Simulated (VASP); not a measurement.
# IrRu2 (P-3m1) in VASP: a series of runs

IrRu2 is run at these levels: PBE; tasks: single point.

All numbers are computed with VASP 6.6.1; they aren't measurements. Logs are shortened: lines on timing, memory, paths and dates and some standing lists are left out, and cuts for length are marked.

## (1) The cell of the first run

Symmetry: P-3m1, No. 164, trigonal system. Conventional cell: a = 2.706 Å, b = 2.706 Å, c = 6.642 Å, α = 90.00°, β = 90.00°, γ = 120.00°. Within 3.5 Å of Ru (site symmetry 3m) lie 9 Ru at 2.66 to 2.71 Å and 3 Ir at 2.74 Å. Ir (site symmetry -3m) has 6 Ir at 2.71 Å and 6 Ru at 2.74 Å within 3.6 Å.

## (2) Single point, PBE

INCAR reads:

```
SYSTEM = IrRu2
  PREC = Accurate
  ENCUT = 520
  EDIFF = 1E-6
  ISMEAR = 0
  SIGMA = 0.1
  LREAL = .FALSE.
  LASPH = .TRUE.
  NELM = 80
  ALGO = Normal
  ISIF = 2
  LWAVE = .FALSE.
  LCHARG = .FALSE.
  GGA = PE
  NBANDS = 26
```

KPOINTS reads:

```
Automatic mesh
0
G
  6 6 4
  0 0 0
```

POSCAR reads:

```
IrRu2
1.0
    2.7059792000      0.0000000000      0.0000000000
   -1.3529896000      2.3434467000      0.0000000000
    0.0000000000      0.0000000000      6.6416356000
Ru Ir
2 1
Direct
    0.3333333000      0.6666667000      0.6616800000
    0.6666667000      0.3333333000      0.3383200000
    0.0000000000      0.0000000000      0.0000000000
```

Potentials or basis: VASP PAW PBE potentials, release 64 (Ru_pv, Ir).

Launch:

```bash
$ cat potpaw_PBE.64/Ru_pv/POTCAR potpaw_PBE.64/Ir/POTCAR > POTCAR
$ mpirun -np 1 vasp_std > vasp.out
```

OUTCAR:

```text
SYSTEM = IrRu2
   PREC = Accurate
   ENCUT = 520
   EDIFF = 1E-6
   ISMEAR = 0
   LREAL = .FALSE.
   LASPH = .TRUE.
   NELM = 80
   ISIF = 2
   GGA = PE

 ion  position               nearest neighbor table
   1  0.333  0.667  0.662-   2 2.66   2 2.66   2 2.66   3 2.74   3 2.74   3 2.74
   2  0.667  0.333  0.338-   1 2.66   1 2.66   1 2.66   3 2.74   3 2.74   3 2.74
   3  0.000  0.000  0.000-   1 2.74   2 2.74   1 2.74   2 2.74   2 2.74   1 2.74

  LATTYP: Found a hexagonal cell.
 ALAT       =     2.7059792000
 C/A-ratio  =     2.4544296571

  Lattice vectors:

 A1 = (   2.7059792000,   0.0000000000,   0.0000000000)
 A2 = (  -1.3529896000,   2.3434467000,   0.0000000000)
 A3 = (   0.0000000000,   0.0000000000,   6.6416356000)

Analysis of symmetry for initial positions (statically):
=====================================================================
 Subroutine PRICEL returns:
 Original cell was already a primitive cell.

 Routine SETGRP: Setting up the symmetry group for a
 hexagonal supercell.

 Subroutine GETGRP returns: Found 12 space group operations
 (whereof 12 operations were pure point group operations)
 out of a pool of 24 trial point group operations.

The static configuration has the point symmetry D_3d.

Analysis of symmetry for dynamics (positions and initial velocities):
=====================================================================
 Subroutine PRICEL returns:
 Original cell was already a primitive cell.

 Routine SETGRP: Setting up the symmetry group for a
 hexagonal supercell.

 Subroutine GETGRP returns: Found 12 space group operations
 (whereof 12 operations were pure point group operations)
 out of a pool of 24 trial point group operations.

The dynamic configuration has the point symmetry D_3d.

 Subroutine INISYM returns: Found 12 space group operations
 (whereof 12 operations are pure point group operations),
 and found     1 'primitive' translations

----------------------------------------------------------------------------------------

                                     Primitive cell

  volume of cell :      42.1167

  direct lattice vectors                    reciprocal lattice vectors
     2.705979200  0.000000000  0.000000000     0.369551991  0.213360944  0.000000000
    -1.352989600  2.343446700  0.000000000     0.000000000  0.426721888  0.000000000
     0.000000000  0.000000000  6.641635600     0.000000000  0.000000000  0.150565322

  length of vectors
     2.705979200  2.705979175  6.641635600     0.426721884  0.426721888  0.150565322

  position of ions in fractional coordinates (direct lattice)
     0.333333300  0.666666700  0.661680000
     0.666666700  0.333333300  0.338320000
     0.000000000  0.000000000  0.000000000

  ion indices of the primitive-cell ions
   primitive index   ion index
                 1           1
                 2           2
                 3           3

----------------------------------------------------------------------------------------

 KPOINTS: Automatic mesh

Automatic generation of k-mesh.
 Grid dimensions read from file:
 generate k-points for:    6    6    4

 Generating k-lattice:

  Cartesian coordinates                     Fractional coordinates (reciprocal lattice)
     0.061591998  0.035560157  0.000000000     0.166666667  0.000000000  0.000000000
     0.000000000  0.071120315  0.000000000     0.000000000  0.166666667  0.000000000
     0.000000000  0.000000000  0.037641330     0.000000000  0.000000000  0.250000000

  Length of vectors
     0.071120314  0.071120315  0.037641330

  Shift w.r.t. Gamma in fractional coordinates (k-lattice)
     0.000000000  0.000000000  0.000000000

 Subroutine IBZKPT returns following result:
 ===========================================

 Found     24 irreducible k-points:

 Following reciprocal coordinates:
            Coordinates               Weight
  0.000000  0.000000  0.000000      1.000000
  0.166667 -0.000000  0.000000      6.000000
  0.333333 -0.000000  0.000000      6.000000
  0.500000 -0.000000  0.000000      3.000000
  0.166667  0.166667  0.000000      6.000000
  0.333333  0.166667  0.000000     12.000000
[... 16 lines left out ...]
  0.333333  0.166667  0.500000     12.000000
  0.333333  0.333333  0.500000      2.000000
   k-points           NKPTS =     24   k-points in BZ     NKDIM =     24   number of bands    NBANDS=     26
   number of dos      NEDOS =    301   number of ions     NIONS =      3
   total plane-waves  NPLWV =  20000
   dimension x,y,z NGX =    20 NGY =   20 NGZ =   50
   dimension x,y,z NGXF=    40 NGYF=   40 NGZF=  100
   ions per type =               2   1
   NGX,Y,Z   is equivalent  to a cutoff of  12.29, 12.29, 12.52 a.u.
   NGXF,Y,Z  is equivalent  to a cutoff of  24.57, 24.57, 25.03 a.u.
 SYSTEM =  IrRu2
   PREC   = accura    normal or accurate (medium, high low for compatibility)
   ISTART =      0    job   : 0-new  1-cont  2-samecut
   ICHARG =      2    charge: 1-file 2-atom 10-const
   ISPIN  =      1    spin polarized calculation?
   LNONCOLLINEAR =      F non collinear calculations
   LSORBIT =      F    spin-orbit coupling
   LASPH  =      T    aspherical Exc in radial PAW
   ENCUT  =  520.0 eV  38.22 Ry    6.18 a.u.   5.03  5.03 12.35*2*pi/ulx,y,z
   NELM   =     80;   NELMIN=  2; NELMDL= -5     # of ELM steps
   EDIFF  = 0.1E-05   stopping-criterion for ELM
   LREAL  =      F    real-space projection
[... 7 lines left out ...]
   TEBEG  =    0.0;   TEEND  =   0.0 temperature during run
   PSTRESS=    0.0 pullay stress
   NELECT =      37.0000    total number of electrons
   NUPDOWN=      -1.0000    fix difference up-down
   EMIN   =  10.00;   EMAX   =-10.00  energy-range for DOS
   EFERMI =   0.00;   METHOD = LEGACY
   ISMEAR =     0;   SIGMA  =   0.10  broadening in eV -4-tet -1-fermi 0-gaus
   EFERMI_NEDOS =   21; number of points for ismear=-14 and -15
   IALGO  =     38    algorithm
   IMIX   =      4    mixing-type and parameters
     AMIX     =   0.40;   BMIX     =  1.00
     AMIX_MAG =   1.60;   BMIX_MAG =  1.00
  volume/ion in A,a.u.               =      14.04        94.74
  Fermi-wavevector in a.u.,A,eV,Ry     =   1.567920  2.962939 33.448194  2.458373
  Thomas-Fermi vector in A             =   2.670028
   LORBIT       =      0    0 simple, 1 ext, 2 COOP (PROOUT), +10 PAW based schemes
   GGA     = PE    functional components
   LHFCALC =     F    Hartree Fock is set to
   AEXX    =    0.0000 exact exchange contribution
   IVDW    =     0    specifies the selected vdW correction
   LEPSILON=     F    determine dielectric tensor
   LRPA    =     F    only Hartree local field effects (RPA)
 non-spin polarized calculation
 Gauss-broadening in eV      SIGMA  =   0.10
  energy-cutoff  :      520.00
  volume of cell :       42.12
 maximum number of plane-waves:      1152
   NGX =  9   NGY =  9   NGZ = 25

 number of electron      37.0000004 magnetization

 Free energy of the ion-electron system (eV)
  ---------------------------------------------------
  ext. energy  EPLUGINS =         0.00000000
  ---------------------------------------------------
  free energy    TOTEN  =       -27.07554164 eV

  energy without entropy =      -27.05247857  energy(sigma->0) =      -27.06401011

 E-fermi :  11.6481     XC(G=0): -13.9523

 val. band max:       11.6265441053   @ k =  -0.1667   0.5000   0.2500
 cond. band min:      11.6930405027   @ k =  -0.1667   0.5000   0.2500
 fundamental gap:      0.0664963974
 Fermi energy:        11.6481135133

 k-point     1 :       0.0000    0.0000    0.0000
  band No.  band energies     occupation
      1     -31.7655      2.00000
      2     -31.1982      2.00000
      3     -31.0878      2.00000
      4     -31.0878      2.00000
      5     -31.0049      2.00000
      6     -31.0049      2.00000
[... 18 lines left out ...]
     25      22.0411      0.00000
     26      22.0486      0.00000

 k-point     2 :       0.1667   -0.0000    0.0000
  band No.  band energies     occupation
      1     -31.7178      2.00000
      2     -31.3280      2.00000
      3     -31.1862      2.00000
      4     -31.1486      2.00000
      5     -31.1404      2.00000
      6     -31.0409      2.00000
[... 18 lines left out ...]
     25      22.0408      0.00000
     26      22.0412      0.00000

 k-point     3 :       0.3333   -0.0000    0.0000
  band No.  band energies     occupation
      1     -31.7130      2.00000
      2     -31.6694      2.00000
      3     -31.4263      2.00000
      4     -31.2411      2.00000
      5     -31.1975      2.00000
      6     -31.1153      2.00000
[... 18 lines left out ...]
     25      22.0392      0.00000
     26      22.3535      0.00000

 k-point     4 :       0.5000   -0.0000    0.0000
  band No.  band energies     occupation
      1     -31.8684      2.00000
      2     -31.8041      2.00000
      3     -31.3920      2.00000
      4     -31.2900      2.00000
      5     -31.2442      2.00000
      6     -31.1532      2.00000
[... 18 lines left out ...]
     25      19.9038      0.00000
     26      21.3858      0.00000
[... 496 lines left out ...]
      1     -31.6737      2.00000
      2     -31.5420      2.00000
      3     -31.4110      2.00000
      4     -31.2167      2.00000
      5     -31.1887      2.00000
      6     -31.1360      2.00000
[... 18 lines left out ...]
     25      20.0623      0.00000
     26      22.0420      0.00000

 k-point    23 :       0.3333    0.1667    0.5000
  band No.  band energies     occupation
      1     -31.7750      2.00000
      2     -31.7267      2.00000
      3     -31.4418      2.00000
      4     -31.3582      2.00000
      5     -31.2546      2.00000
      6     -31.2066      2.00000
[... 18 lines left out ...]
     25      20.7846      0.00000
     26      22.0325      0.00000

 k-point    24 :       0.3333    0.3333    0.5000
  band No.  band energies     occupation
      1     -31.6549      2.00000
      2     -31.6549      2.00000
      3     -31.6482      2.00000
      4     -31.4730      2.00000
      5     -31.2686      2.00000
      6     -31.2686      2.00000
[... 18 lines left out ...]
     25      19.1944      0.00000
     26      20.7755      0.00000

------------------------ aborting loop because EDIFF is reached ----------------------------------------

  FORCE on cell =-STRESS in cart. coord.  units (eV):
  Direction    XX          YY          ZZ          XY          YZ          ZX
  --------------------------------------------------------------------------------------
  -------------------------------------------------------------------------------------
  Total        0.6346945      0.6346945     -0.1638587      0.0000000      0.0000000      0.0000000
  in kB       24.1446404     24.1446398     -6.2334079      0.0000000      0.0000000      0.0000000
  external PRESSURE =      14.0186241 kB  Pullay stress =       0.0000000 kB

 VOLUME and BASIS-vectors are now :
 -----------------------------------------------------------------------------
  energy-cutoff  :      520.00
  volume of cell :       42.12
      direct lattice vectors                 reciprocal lattice vectors
     2.705979200  0.000000000  0.000000000     0.369551991  0.213360944  0.000000000
    -1.352989600  2.343446700  0.000000000     0.000000000  0.426721888  0.000000000
     0.000000000  0.000000000  6.641635600     0.000000000  0.000000000  0.150565322

 POSITION                                       TOTAL-FORCE (eV/Angst)
 -----------------------------------------------------------------------------------
     -0.00000      1.56230      4.39464        -0.000000      0.000000      0.019448
      1.35299      0.78115      2.24700         0.000000     -0.000000     -0.019448
      0.00000      0.00000      0.00000         0.000000      0.000000     -0.000000
 -----------------------------------------------------------------------------------
    total drift:                                0.000000     -0.000000     -0.000000

  FREE ENERGIE OF THE ION-ELECTRON SYSTEM (eV)
  ---------------------------------------------------
  free  energy   TOTEN  =       -27.0755416433 eV

  energy  without entropy=      -27.0524785748  energy(sigma->0) =      -27.06401011
```

Run time: 43 s. Hardware: 1 thread of Intel Xeon 8259CL, shared host; peak memory 0.17 GiB.

What came out:

```yaml
Free_energy: -27.0755 eV
Pressure: 1.4 GPa
Largest_force: 0.019 eV/Å
Band_gap_on_the_k_mesh: zero (an odd number of electrons rules out a gap without spin polarisation)
```

Forces on the atoms (eV/Å):
```
Ru   0.000  0.000  0.019
Ru   0.000  0.000 -0.019
Ir   0.000  0.000  0.000
```

Caveat: the k points lie up to 0.45 Å⁻¹ apart, too coarse for converged energies and pressures of a metal; spin-orbit coupling is left out, which moves the levels of the heavy elements.

## (3) Single point, PBE, collinear spin, ferromagnetic start

INCAR reads:

```
SYSTEM = IrRu2
ALGO = Fast
EDIFF = 1E-7
ENCUT = 520
GGA = PE
ISIF = 2
ISMEAR = 0
ISPIN = 2
LASPH = .True.
LCHARG = .False.
LMAXMIX = 4
LORBIT = 11
LREAL = .False.
LWAVE = .False.
MAGMOM = 1 1 1
NBANDS = 30
NELM = 150
PREC = Accurate
SIGMA = 0.1
```

KPOINTS reads:

```
k-points
0
Gamma
  6 6 4
  0 0 0
```

POSCAR is that of step 2.

Potentials or basis: VASP PAW PBE potentials, release 64 (Ru_pv, Ir).

Launch:

```bash
$ cat potpaw_PBE.64/Ru_pv/POTCAR potpaw_PBE.64/Ir/POTCAR > POTCAR
$ mpirun -np 1 vasp_std > vasp.out
```

It took 1.9 min on 1 thread of Intel Xeon 8259CL, shared host; peak memory 0.2 GiB.

The run converged. Its results:

```
Free energy                                           : -27.0755 eV
Pressure                                              : 1.4 GPa
Largest force                                         : 0.020 eV/Å
Net moment                                            : 0.00 μB per cell
Valence electrons inside the program's atomic spheres : Ru 12.62; Ir 8.36
```

Forces on the atoms (eV/Å):
```
Ru   0.000  0.000  0.020
Ru   0.000  0.000 -0.020
Ir   0.000  0.000  0.000
```

Stress tensor (GPa, compression positive):
```
 2.43  0.00  0.00
 0.00  2.43  0.00
 0.00  0.00 -0.61
```

Levels at points of the mesh, in eV from the Fermi level:
Spin up:
| k point | band 16 | band 17 | band 18 | band 19 | band 20 | band 21 |
| --- | --- | --- | --- | --- | --- | --- |
| (0.00, 0.00, 0.00) | -2.55 | -2.33 | -2.01 | -0.50 | -0.50 | 0.19 |
| (0.50, 0.00, 0.00) | -2.09 | 1.32 | 1.42 | 1.49 | 1.89 | 1.90 |
| (0.00, 0.00, 0.50) | -2.39 | -2.39 | -0.80 | -0.80 | -0.49 | -0.49 |
| (0.50, 0.00, 0.50) | -0.25 | 0.22 | 0.37 | 1.36 | 1.36 | 1.57 |
Spin down:
```tsv
k point	band 16	band 17	band 18	band 19	band 20	band 21
(0.00, 0.00, 0.00)	-2.55	-2.33	-2.01	-0.50	-0.50	0.19
(0.50, 0.00, 0.00)	-2.09	1.32	1.42	1.49	1.89	1.90
(0.00, 0.00, 0.50)	-2.39	-2.39	-0.80	-0.80	-0.49	-0.49
(0.50, 0.00, 0.50)	-0.25	0.22	0.37	1.36	1.36	1.57
```

Caveat: the k points lie up to 0.45 Å⁻¹ apart; spin-orbit coupling is left out, which moves the levels of the heavy elements.

## (4) Single point, PBE

This run uses another cell than the first one: it holds 6 atoms, not 3.

INCAR reads:

```
PREC     = Accurate       # precision mode
ENCUT    = 520            # plane-wave cutoff, eV
EDIFF    = 1E-6           # SCF threshold, eV
ISMEAR   = 0              # smearing method
SIGMA    = 0.2            # smearing width, eV
LREAL    = False          # projectors in reciprocal space
LASPH    = True           # aspherical terms in the spheres
NELM     = 80             # most SCF steps
ALGO     = Fast           # electronic algorithm
ISIF     = 2              # what is computed and relaxed
LWAVE    = False          # write WAVECAR
LCHARG   = True           # write CHGCAR
GGA      = PE             # functional
LELF     = True           # ELF
LVHAR    = True         
NBANDS   = 46             # bands
```

KPOINTS reads:

```
regular mesh
0
Gamma
  12 12 2
```

POSCAR reads:

```
IrRu2
1.0
    2.7059791831      0.0000000000      0.0000000000
   -1.3529895915      2.3434467147      0.0000000000
    0.0000000000      0.0000000000     13.2832712000
Ru Ir
4 2
Direct
    0.3333333333      0.6666666667      0.3308400000
    0.3333333333      0.6666666667      0.8308400000
    0.6666666667      0.3333333333      0.1691600000
    0.6666666667      0.3333333333      0.6691600000
    0.0000000000      0.0000000000      0.0000000000
    0.0000000000      0.0000000000      0.5000000000
```

Launch:

```bash
$ cat potpaw_PBE.64/Ru_pv/POTCAR potpaw_PBE.64/Ir/POTCAR > POTCAR
$ mpirun -np 1 vasp_std > vasp.out
```

Wall time 4.6 min (1 thread of Intel Xeon 8259CL, shared host); peak memory 0.27 GiB.

Results (log left out):

| Item | Value |
| --- | --- |
| Free energy | -54.5557 eV |
| Pressure | 0.3 GPa |
| Largest force | 0.009 eV/Å |
| Band gap on the k mesh | zero (bands 37 and 38 overlap by 2.74 eV) |

Forces in eV/Å, atoms in the order of the input:
```
Ru   0.000  0.000 -0.009
Ru   0.000  0.000 -0.009
Ru   0.000  0.000  0.009
Ru   0.000  0.000  0.009
Ir   0.000  0.000  0.000
Ir   0.000  0.000  0.000
```

Stress tensor (GPa, compression positive):
```
 0.53  0.00  0.00
 0.00  0.53  0.00
 0.00  0.00 -0.04
```

Levels at points of the mesh, in eV from the Fermi level:
```
           k point  band 34  band 35  band 36  band 37  band 38  band 39
(0.00, 0.00, 0.00)    -2.29    -1.94    -0.78    -0.78    -0.46    -0.46
(0.50, 0.00, 0.00)     0.42     1.31     1.35     1.41     1.47     1.57
(0.00, 0.00, 0.50)    -2.36    -0.59    -0.59    -0.59    -0.59    -0.47
(0.50, 0.00, 0.50)     0.54     1.06     1.06     1.37     1.37     1.59
```

Caveat: spin-orbit coupling is left out, which moves the levels of the heavy elements.

## (5) Single point, PBE

INCAR reads:

```
SYSTEM = IrRu2
PREC = Accurate ; ENCUT = 520
EDIFF = 1E-6 ; ISMEAR = 0
SIGMA = 0.1 ; LREAL = .FALSE.
LASPH = .TRUE. ; NELM = 100
ALGO = Fast ; ISIF = 2
LWAVE = .FALSE. ; LCHARG = .FALSE.
GGA = PE ; NBANDS = 26
```

KPOINTS reads:

```
Automatic mesh
0
G
  18 18 8
  0 0 0
```

POSCAR reads:

```
IrRu2
1.0
    2.7059791831      0.0000000000      0.0000000000
   -1.3529895915      2.3434467147      0.0000000000
    0.0000000000      0.0000000000      6.6416356000
Ru Ir
2 1
Direct
    0.3333333333      0.6666666667      0.6616800000
    0.6666666667      0.3333333333      0.3383200000
    0.0000000000      0.0000000000      0.0000000000
```

Launch:

```bash
$ cat potpaw_PBE.64/Ru_pv/POTCAR potpaw_PBE.64/Ir/POTCAR > POTCAR
$ mpirun -np 1 vasp_std > vasp.out
```

It took 6.6 min on 1 thread of Intel Xeon 8259CL, shared host; peak memory 0.37 GiB.

Results (log left out):

```yaml
Free_energy: -27.2640 eV
Pressure: 0.1 GPa
Largest_force: 0.022 eV/Å
Band_gap_on_the_k_mesh: zero (an odd number of electrons rules out a gap without spin polarisation)
```

Forces in eV/Å, atoms in the order of the input:
```
Ru   0.000  0.000 -0.022
Ru   0.000  0.000  0.022
Ir   0.000  0.000  0.000
```

Levels at points of the mesh, in eV from the Fermi level:
```tsv
k point	band 16	band 17	band 18	band 19	band 20	band 21
(0.00, 0.00, 0.00)	-2.45	-2.27	-1.92	-0.44	-0.44	0.23
(0.50, 0.00, 0.00)	-2.00	1.32	1.49	1.59	1.96	1.98
(0.00, 0.00, 0.50)	-2.28	-2.28	-0.77	-0.77	-0.40	-0.40
(0.50, 0.00, 0.50)	-0.21	0.30	0.44	1.36	1.43	1.64
```

Caveat: spin-orbit coupling is left out, which moves the levels of the heavy elements.

## (6) Overview

| spin | cell | k mesh | smearing | gap on the mesh (eV) | pressure (GPa) | largest force (eV/Å) |
| --- | --- | --- | --- | --- | --- | --- |
| off | a = 2.706, b = 2.706, c = 6.642 Å, angles 90.0, 90.0, 120.0°, 3 atoms, atomic positions A | 6 × 6 × 4 | gaussian 0.1 eV | none | 1.4 | 0.02 |
| collinear, ferromagnetic start | a = 2.706, b = 2.706, c = 6.642 Å, angles 90.0, 90.0, 120.0°, 3 atoms, atomic positions A | 6 × 6 × 4 | gaussian 0.1 eV | none | 1.4 | 0.02 |
| off | a = 2.706, b = 2.706, c = 13.283 Å, angles 90.0, 90.0, 120.0°, 6 atoms, atomic positions B | 12 × 12 × 2 | gaussian 0.2 eV | none | 0.3 | 0.01 |
| off | a = 2.706, b = 2.706, c = 6.642 Å, angles 90.0, 90.0, 120.0°, 3 atoms, atomic positions A | 18 × 18 × 8 | gaussian 0.1 eV | none | 0.1 | 0.02 |

Alike in all rows: task single point; level PBE; potentials or basis VASP PAW PBE potentials, release 64 (Ru_pv, Ir); cutoff (eV) 520.

Caveats: some runs use coarse meshes; spin-orbit coupling is left out, which moves the levels of the heavy elements.

Total energies depend on the potentials used, so only differences within one code and one set of settings carry meaning.

The gap in the log of VASP goes by the Fermi energy; the results here count the filled bands.